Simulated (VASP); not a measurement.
# BaHCl (P4/nmm) in VASP: notebook

Runs on BaHCl. Level: LDA. Tasks: single point.

Everything below comes from runs of VASP 6.6.1. Logs are shortened: lines on timing, memory, paths and dates and some standing lists are left out, and cuts for length are marked.

### Step 1. The cell of the first run

The structure is tetragonal, space group P4/nmm (No. 129). Conventional cell: a = 4.225 Å, b = 4.225 Å, c = 6.734 Å, α = 90.00°, β = 90.00°, γ = 90.00°. Ba (site symmetry 4mm) has 4 H at 2.54 Å and 5 Cl at 3.05 to 3.11 Å within 3.3 Å. Within 3.3 Å of H (site symmetry -4m2) lie 4 Ba at 2.54 Å and 4 H at 2.99 Å and 4 Cl at 3.11 Å. Within 4.0 Å of Cl (site symmetry 4mm) lie 6 Ba at 3.05 to 3.68 Å and 4 H at 3.11 Å and 4 Cl at 3.70 Å.

### Step 2. Single point, LDA (20.03 Å³/atom)

Contents of INCAR:

```
SYSTEM = BaHCl
  PREC = Accurate
  ENCUT = 520
  EDIFF = 1E-7
  ISMEAR = 0
  SIGMA = 0.02
  LREAL = .FALSE.
  LASPH = .TRUE.
  NELM = 100
  ALGO = Normal
  ISIF = 2
  LWAVE = .FALSE.
  LCHARG = .FALSE.
  NBANDS = 27
```

Contents of KPOINTS:

```
Automatic mesh
0
G
  6 6 4
  0 0 0
```

Contents of POSCAR:

```
BaHCl
1.0
    4.2247213061      0.0000000000      0.0000000000
    0.0000000000      4.2247213061      0.0000000000
    0.0000000000      0.0000000000      6.7338211052
Ba H Cl
2 2 2
Direct
    0.0000000000      0.5000000000      0.2085592102
    0.5000000000      0.0000000000      0.7914407898
    0.0000000000      0.0000000000      0.0000000000
    0.5000000000      0.5000000000      0.0000000000
    0.0000000000      0.5000000000      0.6617848637
    0.5000000000      0.0000000000      0.3382151363
```

Potentials or basis: VASP PAW LDA potentials, release 64 (Ba_sv, H, Cl).

Command:

```console
$ cat potpaw_LDA.64/Ba_sv/POTCAR potpaw_LDA.64/H/POTCAR potpaw_LDA.64/Cl/POTCAR > POTCAR
$ mpirun -np 1 vasp_std > vasp.out
```

OUTCAR:

```text
SYSTEM = BaHCl
   PREC = Accurate
   ENCUT = 520
   EDIFF = 1E-7
   ISMEAR = 0
   LREAL = .FALSE.
   LASPH = .TRUE.
   NELM = 100
   ISIF = 2

 ion  position               nearest neighbor table
   1  0.000  0.500  0.209-   3 2.54   4 2.54   3 2.54   4 2.54   5 3.05   6 3.11   6 3.11   6 3.11
                             6 3.11   5 3.68   2 4.10   2 4.10   2 4.10   2 4.10
   2  0.500  0.000  0.791-   3 2.54   4 2.54   4 2.54   3 2.54   6 3.05   5 3.11   5 3.11   5 3.11
                             5 3.11   6 3.68   1 4.10   1 4.10   1 4.10   1 4.10
   3  0.000  0.000  0.000-   1 2.54   2 2.54   1 2.54   2 2.54
   4  0.500  0.500  0.000-   1 2.54   2 2.54   2 2.54   1 2.54
   5  0.000  0.500  0.662-   1 3.05   2 3.11   2 3.11   2 3.11   2 3.11   1 3.68
   6  0.500  0.000  0.338-   2 3.05   1 3.11   1 3.11   1 3.11   1 3.11   2 3.68

  LATTYP: Found a simple tetragonal cell.
 ALAT       =     4.2247213061
 C/A-ratio  =     1.5939089510

  Lattice vectors:

 A1 = (   4.2247213061,   0.0000000000,   0.0000000000)
 A2 = (   0.0000000000,   4.2247213061,   0.0000000000)
 A3 = (   0.0000000000,   0.0000000000,   6.7338211052)

Analysis of symmetry for initial positions (statically):
=====================================================================
 Subroutine PRICEL returns:
 Original cell was already a primitive cell.

 Routine SETGRP: Setting up the symmetry group for a
 simple tetragonal supercell.

 Subroutine GETGRP returns: Found 16 space group operations
 (whereof  8 operations were pure point group operations)
 out of a pool of 16 trial point group operations.

The static configuration has the point symmetry D_2d.
 The point group associated with its full space group is D_4h.

Analysis of symmetry for dynamics (positions and initial velocities):
=====================================================================
 Subroutine PRICEL returns:
 Original cell was already a primitive cell.

 Routine SETGRP: Setting up the symmetry group for a
 simple tetragonal supercell.

 Subroutine GETGRP returns: Found 16 space group operations
 (whereof  8 operations were pure point group operations)
 out of a pool of 16 trial point group operations.

The dynamic configuration has the point symmetry D_2d.
 The point group associated with its full space group is D_4h.

 Subroutine INISYM returns: Found 16 space group operations
 (whereof  8 operations are pure point group operations),
 and found     1 'primitive' translations

----------------------------------------------------------------------------------------

                                     Primitive cell

  volume of cell :     120.1871

  direct lattice vectors                    reciprocal lattice vectors
     4.224721306  0.000000000  0.000000000     0.236702004  0.000000000  0.000000000
     0.000000000  4.224721306  0.000000000     0.000000000  0.236702004  0.000000000
     0.000000000  0.000000000  6.733821105     0.000000000  0.000000000  0.148504094

  length of vectors
     4.224721306  4.224721306  6.733821105     0.236702004  0.236702004  0.148504094

  position of ions in fractional coordinates (direct lattice)
     0.000000000  0.500000000  0.208559210
     0.500000000  0.000000000  0.791440790
     0.000000000  0.000000000  0.000000000
     0.500000000  0.500000000  0.000000000
     0.000000000  0.500000000  0.661784864
     0.500000000  0.000000000  0.338215136

  ion indices of the primitive-cell ions
   primitive index   ion index
                 1           1
                 2           2
                 3           3
                 4           4
                 5           5
                 6           6

----------------------------------------------------------------------------------------

 KPOINTS: Automatic mesh

Automatic generation of k-mesh.
 Grid dimensions read from file:
 generate k-points for:    6    6    4

 Generating k-lattice:

  Cartesian coordinates                     Fractional coordinates (reciprocal lattice)
[... 46 lines left out ...]
   LEPSILON=     F    determine dielectric tensor
   LRPA    =     F    only Hartree local field effects (RPA)
 non-spin polarized calculation
 Gauss-broadening in eV      SIGMA  =   0.02
  energy-cutoff  :      520.00
  volume of cell :      120.19
 maximum number of plane-waves:      3268
 NGX is ok and might be reduce to    32
   NGX = 15   NGY = 15   NGZ = 25

 number of electron      35.9999993 magnetization

 Free energy of the ion-electron system (eV)
  ---------------------------------------------------
  ext. energy  EPLUGINS =         0.00000000
  ---------------------------------------------------
  free energy    TOTEN  =       -25.68258839 eV

  energy without entropy =      -25.68258839  energy(sigma->0) =      -25.68258839

 E-fermi :   2.1251     XC(G=0):  -9.6870

 val. band max:        1.9603069290   @ k =   0.0000   0.0000   0.5000
 cond. band min:       4.4078984906   @ k =   0.0000   0.0000   0.5000
 fundamental gap:      2.4475915616
 Fermi energy:         2.1251004826

 k-point     1 :       0.0000    0.0000    0.0000
  band No.  band energies     occupation
      1     -23.8688      2.00000
      2     -23.7539      2.00000
      3     -12.9581      2.00000
      4     -12.5610      2.00000
      5      -9.4727      2.00000
      6      -9.1483      2.00000
[... 19 lines left out ...]
     26       8.4240      0.00000
     27       8.6172      0.00000

 k-point     2 :       0.1667    0.0000    0.0000
  band No.  band energies     occupation
      1     -23.8508      2.00000
      2     -23.7509      2.00000
      3     -12.9705      2.00000
      4     -12.6457      2.00000
      5      -9.5869      2.00000
      6      -9.1594      2.00000
[... 19 lines left out ...]
     26       8.1009      0.00000
     27       8.9389      0.00000

 k-point     3 :       0.3333    0.0000    0.0000
  band No.  band energies     occupation
      1     -23.8088      2.00000
      2     -23.7507      2.00000
      3     -12.9911      2.00000
      4     -12.8247      2.00000
      5      -9.6541      2.00000
      6      -9.3005      2.00000
[... 594 lines left out ...]
      1     -23.7984      2.00000
      2     -23.7605      2.00000
      3     -13.0671      2.00000
      4     -12.8482      2.00000
      5      -9.3223      2.00000
      6      -9.1128      2.00000
[... 19 lines left out ...]
     26       9.0949      0.00000
     27       9.4654      0.00000

 k-point    24 :       0.5000    0.0000    0.5000
  band No.  band energies     occupation
      1     -23.7687      2.00000
      2     -23.7687      2.00000
      3     -13.0147      2.00000
      4     -13.0147      2.00000
      5      -9.0802      2.00000
      6      -9.0802      2.00000
[... 19 lines left out ...]
     26       8.6577      0.00000
     27       9.4838      0.00000

 [... further k-points ...]
[... 5 lines left out ...]
  --------------------------------------------------------------------------------------
  -------------------------------------------------------------------------------------
  Total        2.9137620      2.9137620      2.9057245      0.0000000      0.0000000     -0.0000000
  in kB       38.8424796     38.8424796     38.7353351      0.0000000      0.0000000     -0.0000000
  external PRESSURE =      38.8067647 kB  Pullay stress =       0.0000000 kB

 VOLUME and BASIS-vectors are now :
 -----------------------------------------------------------------------------
  energy-cutoff  :      520.00
  volume of cell :      120.19
      direct lattice vectors                 reciprocal lattice vectors
     4.224721306  0.000000000  0.000000000     0.236702004  0.000000000  0.000000000
     0.000000000  4.224721306  0.000000000     0.000000000  0.236702004  0.000000000
     0.000000000  0.000000000  6.733821105     0.000000000  0.000000000  0.148504094

 POSITION                                       TOTAL-FORCE (eV/Angst)
 -----------------------------------------------------------------------------------
      0.00000      2.11236      1.40440         0.000000      0.000000      0.014954
      2.11236      0.00000      5.32942         0.000000      0.000000     -0.014954
      0.00000      0.00000      0.00000         0.000000      0.000000     -0.000000
      2.11236      2.11236      0.00000         0.000000      0.000000     -0.000000
      0.00000      2.11236      4.45634         0.000000     -0.000000     -0.014802
      2.11236      0.00000      2.27748        -0.000000      0.000000      0.014802
 -----------------------------------------------------------------------------------
    total drift:                                0.000000      0.000000      0.000000

  FREE ENERGIE OF THE ION-ELECTRON SYSTEM (eV)
  ---------------------------------------------------
  free  energy   TOTEN  =       -25.6825883895 eV

  energy  without entropy=      -25.6825883895  energy(sigma->0) =      -25.68258839
```

It used 39 s of CPU time on 1 thread of Intel(R) Xeon(R) 6975P-C (Granite Rapids), on a shared host.

What came out:

- Free energy: -25.6826 eV
- Pressure: 3.9 GPa
- Largest force: 0.015 eV/Å
- Band gap on the k mesh: 2.45 eV

Forces on the atoms (eV/Å):
```
Ba   0.000  0.000  0.015
Ba   0.000  0.000 -0.015
H    0.000  0.000  0.000
H    0.000  0.000  0.000
Cl   0.000  0.000 -0.015
Cl   0.000  0.000  0.015
```

Caveat: the cell stands under pressure; spin-orbit coupling is left out, which moves the levels of the heavy elements. A k mesh can miss the band edges.

### Step 3. Single point, LDA (20.67 Å³/atom)

This run uses another cell than the first one, of 20.67 Å³/atom.

Contents of INCAR:

```
SYSTEM = BaHCl
PREC     = Accurate       ! precision mode
ENCUT    = 520            ! plane-wave cutoff, eV
EDIFF    = 1E-6           ! SCF threshold, eV
ISMEAR   = 0              ! smearing method
SIGMA    = 0.02           ! smearing width, eV
LREAL    = .False.        ! projectors in reciprocal space
LASPH    = .True.         ! aspherical terms in the spheres
NELM     = 60             ! most SCF steps
ALGO     = Normal         ! electronic algorithm
ISIF     = 2              ! what is computed and relaxed
LWAVE    = .False.        ! write WAVECAR
LCHARG   = .False.        ! write CHGCAR
GGA      = CA             ! functional
NBANDS   = 27             ! bands
```

Contents of KPOINTS:

```
Automatic mesh
0
Gamma
  6 6 4
  0 0 0
```

Contents of POSCAR:

```
BaHCl
1.0
    4.2567260834      0.0000000000      0.0000000000
    0.0000000000      4.2567260834      0.0000000000
    0.0000000000      0.0000000000      6.8446331417
Ba H Cl
2 2 2
Direct
    0.0000000000      0.5000000000      0.2090596810
    0.5000000000      0.0000000000      0.7909403190
    0.0000000000      0.0000000000      0.0000000000
    0.5000000000      0.5000000000      0.0000000000
    0.0000000000      0.5000000000      0.6599980096
    0.5000000000      0.0000000000      0.3400019904
```

Potentials or basis: VASP PAW LDA potentials, release 64 (Ba_sv, H, Cl).

Command:

```console
$ cat potpaw_LDA.64/Ba_sv/POTCAR potpaw_LDA.64/H/POTCAR potpaw_LDA.64/Cl/POTCAR > POTCAR
$ mpirun -np 1 vasp_std > vasp.out
```

It used 39 s of CPU time on 1 thread of Intel(R) Xeon(R) 6975P-C (Granite Rapids), with other jobs on the host.

Results (log left out):

| Item | Value |
| --- | --- |
| Free energy | -25.7564 eV |
| Pressure | 2.2 GPa |
| Largest force | 0.015 eV/Å |
| Band gap on the k mesh | 2.59 eV |

Forces on the atoms (eV/Å):
```
Ba   0.000  0.000  0.015
Ba   0.000  0.000 -0.015
H    0.000  0.000  0.000
H    0.000  0.000  0.000
Cl   0.000  0.000 -0.014
Cl   0.000  0.000  0.014
```

Levels at points of the mesh, in eV from the valence-band top:
| k point | band 14 | band 15 | band 16 | band 17 | band 18 | band 19 | band 20 | band 21 | band 22 | band 23 |
| --- | --- | --- | --- | --- | --- | --- | --- | --- | --- | --- |
| (0.00, 0.00, 0.00) | -2.50 | -2.26 | -2.26 | -1.04 | -1.03 | 3.28 | 4.23 | 4.50 | 4.50 | 4.79 |
| (0.50, 0.00, 0.00) | -3.03 | -2.61 | -2.61 | -0.57 | -0.57 | 4.48 | 4.48 | 4.73 | 4.73 | 5.23 |
| (0.50, 0.50, 0.00) | -2.76 | -2.32 | -2.32 | -0.61 | -0.61 | 4.07 | 4.07 | 6.82 | 6.82 | 7.16 |
| (0.00, 0.00, 0.50) | -2.86 | -2.22 | -2.22 | -0.98 | 0.00 | 2.59 | 4.14 | 4.88 | 4.88 | 5.78 |
| (0.50, 0.00, 0.50) | -3.06 | -2.78 | -2.78 | -0.30 | -0.30 | 4.69 | 4.69 | 5.51 | 5.51 | 6.04 |
| (0.50, 0.50, 0.50) | -3.17 | -2.29 | -2.29 | -0.62 | -0.62 | 5.30 | 5.30 | 5.80 | 5.80 | 7.54 |

Caveat: spin-orbit coupling is left out, which moves the levels of the heavy elements. A k mesh can miss the band edges.

### Step 4. Single point, LDA

This run uses another cell than the first one, of 21.31 Å³/atom.

Contents of INCAR:

```
SYSTEM = BaHCl
ALGO = Normal ; EDIFF = 1E-7
ENCUT = 520 ; GGA = CA
ISIF = 2 ; ISMEAR = 0
LASPH = .TRUE. ; LCHARG = .FALSE.
LREAL = .FALSE. ; LWAVE = .FALSE.
NBANDS = 27 ; NELM = 60
PREC = Accurate ; SIGMA = 0.02
```

Contents of KPOINTS:

```
k-points
0
G
  6 6 4
  0 0 0
```

Contents of POSCAR:

```
BaHCl
1.0
    4.2870131540      0.0000000000      0.0000000000
    0.0000000000      4.2870131540      0.0000000000
    0.0000000000      0.0000000000      6.9569714100
Ba H Cl
2 2 2
Direct
    0.0000000000      0.5000000000      0.2095357143
    0.5000000000      0.0000000000      0.7904642857
    0.0000000000      0.0000000000      0.0000000000
    0.5000000000      0.5000000000      0.0000000000
    0.0000000000      0.5000000000      0.6582631055
    0.5000000000      0.0000000000      0.3417368945
```

Command:

```console
$ cat potpaw_LDA.64/Ba_sv/POTCAR potpaw_LDA.64/H/POTCAR potpaw_LDA.64/Cl/POTCAR > POTCAR
$ mpirun -np 1 vasp_std > vasp.out
```

It used 44 s of CPU time on 1 thread of Intel(R) Xeon(R) 6975P-C (Granite Rapids), with other jobs on the host.

Results (log left out):

| Item | Value |
| --- | --- |
| Free energy | -25.7923 eV |
| Pressure | 0.7 GPa |
| Largest force | 0.013 eV/Å |
| Band gap on the k mesh | 2.72 eV |

Forces on the atoms (eV/Å):
```
Ba   0.000  0.000  0.012
Ba   0.000  0.000 -0.012
H    0.000  0.000  0.000
H    0.000  0.000  0.000
Cl   0.000  0.000 -0.013
Cl   0.000  0.000  0.013
```

Levels at points of the mesh, in eV from the valence-band top:
| k point | band 15 | band 16 | band 17 | band 18 | band 19 | band 20 | band 21 | band 22 |
| --- | --- | --- | --- | --- | --- | --- | --- | --- |
| (0.00, 0.00, 0.00) | -2.14 | -2.14 | -1.01 | -0.84 | 3.36 | 4.22 | 4.61 | 4.61 |
| (0.50, 0.00, 0.00) | -2.49 | -2.49 | -0.49 | -0.49 | 4.50 | 4.50 | 4.82 | 4.82 |
| (0.50, 0.50, 0.00) | -2.22 | -2.22 | -0.53 | -0.53 | 4.06 | 4.06 | 6.87 | 6.87 |
| (0.00, 0.00, 0.50) | -2.10 | -2.10 | -0.79 | 0.00 | 2.72 | 4.10 | 4.94 | 4.94 |
| (0.50, 0.00, 0.50) | -2.62 | -2.62 | -0.25 | -0.25 | 4.70 | 4.70 | 5.54 | 5.54 |
| (0.50, 0.50, 0.50) | -2.19 | -2.19 | -0.54 | -0.54 | 5.23 | 5.23 | 5.87 | 5.87 |

Caveat: spin-orbit coupling is left out, which moves the levels of the heavy elements.

### Step 5. Single point, LDA

This run uses another cell than the first one, of 21.31 Å³/atom.

Contents of INCAR:

```
SYSTEM = BaHCl
PREC = Accurate ; ENCUT = 520
EDIFF = 1E-6 ; ISMEAR = 0
SIGMA = 0.02 ; LREAL = .FALSE.
LASPH = .TRUE. ; NELM = 80
ALGO = Normal ; ISIF = 2
LWAVE = .FALSE. ; LCHARG = .TRUE.
LELF = .TRUE. ; LVHAR = .TRUE.
NBANDS = 27
```

Contents of KPOINTS:

```
Automatic mesh
0
G
  6 6 4
  0 0 0
```

POSCAR is that of step 4.

Command:

```console
$ cat potpaw_LDA.64/Ba_sv/POTCAR potpaw_LDA.64/H/POTCAR potpaw_LDA.64/Cl/POTCAR > POTCAR
$ mpirun -np 1 vasp_std > vasp.out
```

It used 43 s of CPU time on 1 thread of Intel(R) Xeon(R) 6975P-C (Granite Rapids) (shared host).

Results (log left out):

```
Free energy            : -25.7923 eV
Pressure               : 0.7 GPa
Largest force          : 0.014 eV/Å
Band gap on the k mesh : 2.72 eV
```

Forces on the atoms (eV/Å):
```
Ba   0.000  0.000  0.012
Ba   0.000  0.000 -0.012
H    0.000  0.000  0.000
H    0.000  0.000  0.000
Cl   0.000  0.000 -0.014
Cl   0.000  0.000  0.014
```

Levels at points of the mesh, in eV from the valence-band top:
```tsv
k point	band 15	band 16	band 17	band 18	band 19	band 20	band 21	band 22
(0.00, 0.00, 0.00)	-2.14	-2.14	-1.01	-0.84	3.36	4.22	4.61	4.61
(0.50, 0.00, 0.00)	-2.48	-2.48	-0.49	-0.49	4.50	4.50	4.82	4.82
(0.50, 0.50, 0.00)	-2.22	-2.22	-0.53	-0.53	4.06	4.06	6.87	6.87
(0.00, 0.00, 0.50)	-2.10	-2.10	-0.79	0.00	2.72	4.10	4.94	4.94
(0.50, 0.00, 0.50)	-2.62	-2.62	-0.25	-0.25	4.70	4.70	5.54	5.54
(0.50, 0.50, 0.50)	-2.19	-2.19	-0.54	-0.54	5.23	5.23	5.87	5.87
```

Caveat: spin-orbit coupling is left out, which moves the levels of the heavy elements. A k mesh can miss the band edges.

### Step 6. Single point, LDA

This run uses another cell than the first one, of 21.31 Å³/atom.

Contents of INCAR:

```
PREC = Accurate ; ENCUT = 520
EDIFF = 1E-6 ; ISMEAR = 0
SIGMA = 0.02 ; LREAL = F
LASPH = T ; NELM = 60
ALGO = Normal ; ISIF = 2
LWAVE = F ; LCHARG = F
NBANDS = 27
```

Contents of KPOINTS:

```
regular mesh
0
Gamma
  6 6 4
```

POSCAR is that of step 5.

Potentials or basis: VASP PAW LDA potentials, release 64 (Ba_sv, H, Cl).

Command:

```console
$ cat potpaw_LDA.64/Ba_sv/POTCAR potpaw_LDA.64/H/POTCAR potpaw_LDA.64/Cl/POTCAR > POTCAR
$ mpirun -np 1 vasp_std > vasp.out
```

It used 41 s of CPU time on 1 thread of Intel(R) Xeon(R) 6975P-C (Granite Rapids) (shared host).

It converged, with:

```yaml
Free_energy: -25.7923 eV
Pressure: 0.7 GPa
Largest_force: 0.014 eV/Å
Band_gap_on_the_k_mesh: 2.72 eV
```

Forces in eV/Å, atoms in the order of the input:
```
Ba   0.000  0.000  0.012
Ba   0.000  0.000 -0.012
H    0.000  0.000  0.000
H    0.000  0.000  0.000
Cl   0.000  0.000 -0.014
Cl   0.000  0.000  0.014
```

Levels at points of the mesh, in eV from the valence-band top:
```tsv
k point	band 16	band 17	band 18	band 19	band 20	band 21
(0.00, 0.00, 0.00)	-2.14	-1.01	-0.84	3.36	4.22	4.61
(0.50, 0.00, 0.00)	-2.48	-0.49	-0.49	4.50	4.50	4.82
(0.50, 0.50, 0.00)	-2.22	-0.53	-0.53	4.06	4.06	6.87
(0.00, 0.00, 0.50)	-2.10	-0.79	0.00	2.72	4.10	4.94
(0.50, 0.00, 0.50)	-2.62	-0.25	-0.25	4.70	4.70	5.54
(0.50, 0.50, 0.50)	-2.19	-0.54	-0.54	5.23	5.23	5.87
```

Caveat: spin-orbit coupling is left out, which moves the levels of the heavy elements. A k mesh can miss the band edges.

### Step 7. Summary

```tsv
cell	gap on the mesh (eV)	pressure (GPa)	largest force (eV/Å)
a = 4.225, b = 4.225, c = 6.734 Å, 6 atoms, atomic positions A	2.45	3.9	0.01
a = 4.257, b = 4.257, c = 6.845 Å, 6 atoms, atomic positions B	2.59	2.2	0.01
a = 4.287, b = 4.287, c = 6.957 Å, 6 atoms, atomic positions C	2.72	0.7	0.01
```

Alike in all rows: task single point; level LDA; potentials or basis VASP PAW LDA potentials, release 64 (Ba_sv, H, Cl); no spin polarisation; k mesh 6 × 6 × 4; cutoff (eV) 520; smearing gaussian 0.02 eV.

Caveats: spin-orbit coupling is left out, which moves the levels of the heavy elements; the cell stands under pressure (at least some runs).

Absolute energies hang on the potentials; compare differences alone.
